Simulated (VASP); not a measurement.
# InP (F-43m) in VASP: notebook

InP is run at these levels: PBE; tasks: single point.

Everything below comes from runs of VASP 6.6.1. Logs are shortened: lines on timing, memory, paths and dates and some standing lists are left out, and cuts for length are marked.

### 1 The cell of the first run

It takes space group F-43m (No. 216, cubic). The conventional cell has a = 5.946 Å, b = 5.946 Å, c = 5.946 Å, α = 90.00°, β = 90.00°, γ = 90.00°. Within 3.4 Å of In (site symmetry -43m) lie 4 P at 2.57 Å. P (site symmetry -43m) has 4 In at 2.57 Å within 3.4 Å.

### 2 Single point, PBE (volume scaled by 1.04, then relaxed in part)

INCAR

```
SYSTEM = InP
PREC     = Accurate       ! precision mode
ENCUT    = 520            ! plane-wave cutoff, eV
EDIFF    = 1E-6           ! SCF threshold, eV
ISMEAR   = -1             ! smearing method
SIGMA    = 0.02           ! smearing width, eV
LREAL    = .FALSE.        ! projectors in reciprocal space
LASPH    = .TRUE.         ! aspherical terms in the spheres
NELM     = 100            ! most SCF steps
ALGO     = Normal         ! electronic algorithm
ISIF     = 2              ! what is computed and relaxed
LWAVE    = .FALSE.        ! write WAVECAR
LCHARG   = .FALSE.        ! write CHGCAR
GGA      = PE             ! functional
NBANDS   = 16             ! bands
```

KPOINTS

```
Automatic mesh
0
G
  13 13 13
  0 0 0
```

POSCAR

```
InP
1.0
    0.0000000000      2.9729642966      2.9729642966
    2.9729642966      0.0000000000      2.9729642966
    2.9729642966      2.9729642966      0.0000000000
In P
1 1
Direct
    0.0000000000      0.0000000000      0.0000000000
    0.2500000000      0.2500000000      0.2500000000
```

Potentials or basis: VASP PAW PBE potentials, release 64 (In_d, P).

Launch:

```
cat potpaw_PBE.64/In_d/POTCAR potpaw_PBE.64/P/POTCAR > POTCAR
mpirun -np 1 vasp_std > vasp.out
```

OUTCAR:

```text
SYSTEM = InP
   PREC = Accurate
   ENCUT = 520
   EDIFF = 1E-6
   ISMEAR = -1
   LREAL = .FALSE.
   LASPH = .TRUE.
   NELM = 100
   ISIF = 2
   GGA = PE

 ion  position               nearest neighbor table
   1  0.000  0.000  0.000-   2 2.57   2 2.57   2 2.57   2 2.57
   2  0.250  0.250  0.250-   1 2.57   1 2.57   1 2.57   1 2.57

  LATTYP: Found a face centered cubic cell.
 ALAT       =     5.9459285932

  Lattice vectors:

 A1 = (   0.0000000000,   2.9729642966,   2.9729642966)
 A2 = (   2.9729642966,   0.0000000000,   2.9729642966)
 A3 = (   2.9729642966,   2.9729642966,   0.0000000000)

Analysis of symmetry for initial positions (statically):
=====================================================================
 Subroutine PRICEL returns:
 Original cell was already a primitive cell.

 Routine SETGRP: Setting up the symmetry group for a
 face centered cubic supercell.

 Subroutine GETGRP returns: Found 24 space group operations
 (whereof 24 operations were pure point group operations)
 out of a pool of 48 trial point group operations.

The static configuration has the point symmetry T_d .

Analysis of symmetry for dynamics (positions and initial velocities):
=====================================================================
 Subroutine PRICEL returns:
 Original cell was already a primitive cell.

 Routine SETGRP: Setting up the symmetry group for a
 face centered cubic supercell.

 Subroutine GETGRP returns: Found 24 space group operations
 (whereof 24 operations were pure point group operations)
 out of a pool of 48 trial point group operations.

The dynamic configuration has the point symmetry T_d .

 Subroutine INISYM returns: Found 24 space group operations
 (whereof 24 operations are pure point group operations),
 and found     1 'primitive' translations

----------------------------------------------------------------------------------------

                                     Primitive cell

  volume of cell :      52.5532

  direct lattice vectors                    reciprocal lattice vectors
     0.000000000  2.972964297  2.972964297    -0.168182309  0.168182309  0.168182309
     2.972964297  0.000000000  2.972964297     0.168182309 -0.168182309  0.168182309
     2.972964297  2.972964297  0.000000000     0.168182309  0.168182309 -0.168182309

  length of vectors
     4.204406429  4.204406429  4.204406429     0.291300304  0.291300304  0.291300304

  position of ions in fractional coordinates (direct lattice)
     0.000000000  0.000000000  0.000000000
     0.250000000  0.250000000  0.250000000

  ion indices of the primitive-cell ions
   primitive index   ion index
                 1           1
                 2           2

----------------------------------------------------------------------------------------

 KPOINTS: Automatic mesh

Automatic generation of k-mesh.
 Grid dimensions read from file:
 generate k-points for:   13   13   13

 Generating k-lattice:

  Cartesian coordinates                     Fractional coordinates (reciprocal lattice)
    -0.012937101  0.012937101  0.012937101     0.076923077  0.000000000  0.000000000
     0.012937101 -0.012937101  0.012937101     0.000000000  0.076923077  0.000000000
     0.012937101  0.012937101 -0.012937101     0.000000000  0.000000000  0.076923077

  Length of vectors
     0.022407716  0.022407716  0.022407716

  Shift w.r.t. Gamma in fractional coordinates (k-lattice)
     0.000000000  0.000000000  0.000000000

 Subroutine IBZKPT returns following result:
 ===========================================

 Found     84 irreducible k-points:

 Following reciprocal coordinates:
            Coordinates               Weight
  0.000000  0.000000  0.000000      1.000000
  0.076923  0.000000  0.000000      8.000000
  0.153846  0.000000  0.000000      8.000000
  0.230769  0.000000  0.000000      8.000000
  0.307692  0.000000  0.000000      8.000000
  0.384615  0.000000  0.000000      8.000000
[... 16 lines left out ...]
  0.384615  0.153846  0.000000     24.000000
  0.461538  0.153846  0.000000     24.000000
 [... further k-points ...]
   k-points           NKPTS =     84   k-points in BZ     NKDIM =     84   number of bands    NBANDS=     16
   number of dos      NEDOS =    301   number of ions     NIONS =      2
   total plane-waves  NPLWV =  32768
   dimension x,y,z NGX =    32 NGY =   32 NGZ =   32
   dimension x,y,z NGXF=    64 NGYF=   64 NGZF=   64
   ions per type =               1   1
   NGX,Y,Z   is equivalent  to a cutoff of  12.65, 12.65, 12.65 a.u.
   NGXF,Y,Z  is equivalent  to a cutoff of  25.31, 25.31, 25.31 a.u.
 SYSTEM =  InP
   PREC   = accura    normal or accurate (medium, high low for compatibility)
   ISTART =      0    job   : 0-new  1-cont  2-samecut
   ICHARG =      2    charge: 1-file 2-atom 10-const
   ISPIN  =      1    spin polarized calculation?
   LNONCOLLINEAR =      F non collinear calculations
   LSORBIT =      F    spin-orbit coupling
   LASPH  =      T    aspherical Exc in radial PAW
   ENCUT  =  520.0 eV  38.22 Ry    6.18 a.u.   7.82  7.82  7.82*2*pi/ulx,y,z
   NELM   =    100;   NELMIN=  2; NELMDL= -5     # of ELM steps
   EDIFF  = 0.1E-05   stopping-criterion for ELM
   LREAL  =      F    real-space projection
   EDIFFG = 0.1E-04   stopping-criterion for IOM
   NSW    =      0    number of steps for IOM
   IBRION =     -1    ionic relax: 0-MD 1-quasi-New 2-CG
   NFREE  =      0    steps in history (QN), initial steepest desc. (CG)
   ISIF   =      2    stress and relaxation
   ISYM   =      2    0-nonsym 1-usesym 2-fastsym
   POTIM  = 0.5000    time-step for ionic-motion
   TEBEG  =    0.0;   TEEND  =   0.0 temperature during run
   PSTRESS=    0.0 pullay stress
   NELECT =      18.0000    total number of electrons
   NUPDOWN=      -1.0000    fix difference up-down
   EMIN   =  10.00;   EMAX   =-10.00  energy-range for DOS
   EFERMI =   0.00;   METHOD = LEGACY
   ISMEAR =    -1;   SIGMA  =   0.02  broadening in eV -4-tet -1-fermi 0-gaus
   EFERMI_NEDOS =   21; number of points for ismear=-14 and -15
   IALGO  =     38    algorithm
   IMIX   =      4    mixing-type and parameters
     AMIX     =   0.40;   BMIX     =  1.00
     AMIX_MAG =   1.60;   BMIX_MAG =  1.00
  volume/ion in A,a.u.               =      26.28       177.32
  Fermi-wavevector in a.u.,A,eV,Ry     =   1.145423  2.164536 17.850766  1.311994
  Thomas-Fermi vector in A             =   2.282112
   LORBIT       =      0    0 simple, 1 ext, 2 COOP (PROOUT), +10 PAW based schemes
   GGA     = PE    functional components
   LHFCALC =     F    Hartree Fock is set to
   AEXX    =    0.0000 exact exchange contribution
   IVDW    =     0    specifies the selected vdW correction
   LEPSILON=     F    determine dielectric tensor
   LRPA    =     F    only Hartree local field effects (RPA)
 non-spin polarized calculation
  energy-cutoff  :      520.00
  volume of cell :       52.55
 maximum number of plane-waves:      1431
   NGX = 15   NGY = 15   NGZ = 15

 number of electron      18.0000006 magnetization

 Free energy of the ion-electron system (eV)
  ---------------------------------------------------
  ext. energy  EPLUGINS =         0.00000000
  ---------------------------------------------------
  free energy    TOTEN  =        -8.40802708 eV

  energy without entropy =       -8.40802707  energy(sigma->0) =       -8.40802707

 E-fermi :   4.9778     XC(G=0):  -9.0936

 val. band max:        4.7263311220   @ k =   0.0000   0.0000   0.0000
 cond. band min:       5.2031356398   @ k =   0.0000   0.0000   0.0000
 fundamental gap:      0.4768045177
 Fermi energy:         4.9777952011

 k-point     1 :       0.0000    0.0000    0.0000
  band No.  band energies     occupation
      1      -9.3785      2.00000
      2      -9.3785      2.00000
      3      -9.3785      2.00000
      4      -9.2469      2.00000
      5      -9.2469      2.00000
      6      -6.5040      2.00000
[... 8 lines left out ...]
     15      14.1072      0.00000
     16      14.1072      0.00000

 k-point     2 :       0.0769    0.0000    0.0000
  band No.  band energies     occupation
      1      -9.3846      2.00000
      2      -9.3759      2.00000
      3      -9.3759      2.00000
      4      -9.2469      2.00000
      5      -9.2469      2.00000
      6      -6.4403      2.00000
[... 8 lines left out ...]
     15      13.7854      0.00000
     16      13.7854      0.00000

 k-point     3 :       0.1538    0.0000    0.0000
  band No.  band energies     occupation
      1      -9.4014      2.00000
      2      -9.3691      2.00000
      3      -9.3691      2.00000
      4      -9.2465      2.00000
      5      -9.2465      2.00000
      6      -6.2541      2.00000
[... 8 lines left out ...]
     15      13.3584      0.00000
     16      14.0434      0.00000

 k-point     4 :       0.2308    0.0000    0.0000
  band No.  band energies     occupation
      1      -9.4242      2.00000
      2      -9.3605      2.00000
      3      -9.3605      2.00000
      4      -9.2451      2.00000
      5      -9.2451      2.00000
      6      -5.9608      2.00000
[... 8 lines left out ...]
     15      13.2378      0.00000
     16      13.8627      0.00000

 k-point     5 :       0.3077    0.0000    0.0000
  band No.  band energies     occupation
      1      -9.4477      2.00000
      2      -9.3527      2.00000
      3      -9.3527      2.00000
      4      -9.2421      2.00000
      5      -9.2421      2.00000
      6      -5.5930      2.00000
[... 8 lines left out ...]
     15      13.5605      0.00000
     16      13.5689      0.00000

 k-point     6 :       0.3846    0.0000    0.0000
  band No.  band energies     occupation
      1      -9.4666      2.00000
      2      -9.3475      2.00000
      3      -9.3475      2.00000
      4      -9.2383      2.00000
      5      -9.2383      2.00000
      6      -5.2168      2.00000
[... 8 lines left out ...]
     15      14.2671      0.00000
     16      14.2671      0.00000
[... 267 lines left out ...]
 k-point    21 :       0.2308    0.1538    0.0000
  band No.  band energies     occupation
      1      -9.4369      2.00000
      2      -9.3515      2.00000
      3      -9.3503      2.00000
      4      -9.2576      2.00000
      5      -9.2373      2.00000
      6      -5.9546      2.00000
[... 8 lines left out ...]
     15      14.3119      0.00000
     16      15.3511      0.00000

 k-point    22 :       0.3077    0.1538    0.0000
  band No.  band energies     occupation
      1      -9.4554      2.00000
      2      -9.3451      2.00000
      3      -9.3413      2.00000
      4      -9.2584      2.00000
      5      -9.2343      2.00000
      6      -5.6428      2.00000
[... 8 lines left out ...]
     15      14.4374      0.00000
     16      15.2296      0.00000

 k-point    23 :       0.3846    0.1538    0.0000
  band No.  band energies     occupation
      1      -9.4713      2.00000
      2      -9.3410      2.00000
      3      -9.3349      2.00000
      4      -9.2560      2.00000
      5      -9.2320      2.00000
      6      -5.2771      2.00000
[... 8 lines left out ...]
     15      14.9087      0.00000
     16      15.0321      0.00000

 k-point    24 :       0.4615    0.1538    0.0000
  band No.  band energies     occupation
      1      -9.4819      2.00000
      2      -9.3392      2.00000
      3      -9.3318      2.00000
      4      -9.2509      2.00000
      5      -9.2317      2.00000
      6      -4.9394      2.00000
[... 8 lines left out ...]
     15      15.2561      0.00000
     16      15.4052      0.00000

 [... further k-points ...]
[... 5 lines left out ...]
  --------------------------------------------------------------------------------------
  -------------------------------------------------------------------------------------
  Total        0.1197719      0.1197719      0.1197719      0.0000000      0.0000000      0.0000000
  in kB        3.6514605      3.6514605      3.6514605      0.0000000      0.0000000      0.0000000
  external PRESSURE =       3.6514605 kB  Pullay stress =       0.0000000 kB

 VOLUME and BASIS-vectors are now :
 -----------------------------------------------------------------------------
  energy-cutoff  :      520.00
  volume of cell :       52.55
      direct lattice vectors                 reciprocal lattice vectors
     0.000000000  2.972964297  2.972964297    -0.168182309  0.168182309  0.168182309
     2.972964297  0.000000000  2.972964297     0.168182309 -0.168182309  0.168182309
     2.972964297  2.972964297  0.000000000     0.168182309  0.168182309 -0.168182309

 POSITION                                       TOTAL-FORCE (eV/Angst)
 -----------------------------------------------------------------------------------
      0.00000      0.00000      0.00000         0.000000      0.000000      0.000000
      1.48648      1.48648      1.48648        -0.000000     -0.000000     -0.000000
 -----------------------------------------------------------------------------------
    total drift:                               -0.000000     -0.000000     -0.000000

  FREE ENERGIE OF THE ION-ELECTRON SYSTEM (eV)
  ---------------------------------------------------
  free  energy   TOTEN  =        -8.4080270775 eV

  energy  without entropy=       -8.4080270713  energy(sigma->0) =       -8.40802707
```

Wall time 42 s (1 thread of Intel Xeon Platinum 8259CL at 2.50GHz (Skylake/Cascade Lake), shared host); peak memory 0.21 GiB.

Results:

```
Free energy            : -8.4080 eV
Pressure               : 0.4 GPa
Band gap on the k mesh : 0.48 eV, direct
```

Levels at points of the mesh, in eV from the valence-band top:
| k point | band 5 | band 6 | band 7 | band 8 | band 9 | band 10 | band 11 | band 12 | band 13 | band 14 |
| --- | --- | --- | --- | --- | --- | --- | --- | --- | --- | --- |
| (0.00, 0.00, 0.00) | -13.97 | -11.23 | 0.00 | 0.00 | 0.00 | 0.48 | 4.09 | 4.09 | 4.09 | 8.38 |

Caveat: spin-orbit coupling is left out, which moves the levels of the heavy elements.

### 3 Single point, PBE (volume scaled by 1.06, then relaxed in part)

INCAR

```
PREC = Accurate ; ENCUT = 520
EDIFF = 1E-6 ; ISMEAR = -1
SIGMA = 0.02 ; LREAL = F
LASPH = T ; NELM = 80
ALGO = Normal ; ISIF = 2
LWAVE = F ; LCHARG = F
GGA = PE ; NBANDS = 16
```

KPOINTS

```
Automatic mesh
0
Gamma
  13 13 13
```

POSCAR

```
InP
1.0
    0.0000000000      2.9919008855      2.9919008855
    2.9919008855      0.0000000000      2.9919008855
    2.9919008855      2.9919008855      0.0000000000
In P
1 1
Direct
    0.0000000000      0.0000000000      0.0000000000
    0.2500000000      0.2500000000      0.2500000000
```

Potentials or basis: VASP PAW PBE potentials, release 64 (In_d, P).

Launch:

```
cat potpaw_PBE.64/In_d/POTCAR potpaw_PBE.64/P/POTCAR > POTCAR
mpirun -np 1 vasp_std > vasp.out
```

It took 43 s on 1 thread of Intel Xeon Platinum 8259CL at 2.50GHz (Skylake/Cascade Lake), shared host; peak memory 0.21 GiB.

Results (log left out):

```yaml
Free_energy: -8.4070 eV
Pressure: -0.8 GPa
Band_gap_on_the_k_mesh: 0.37 eV, direct
```

Levels at points of the mesh, in eV from the valence-band top:
```csv
k point,band 6,band 7,band 8,band 9,band 10,band 11,band 12,band 13
"(0.00, 0.00, 0.00)",-11.11,0.00,0.00,0.00,0.37,4.09,4.09,4.09
```

Caveat: spin-orbit coupling is left out, which moves the levels of the heavy elements.
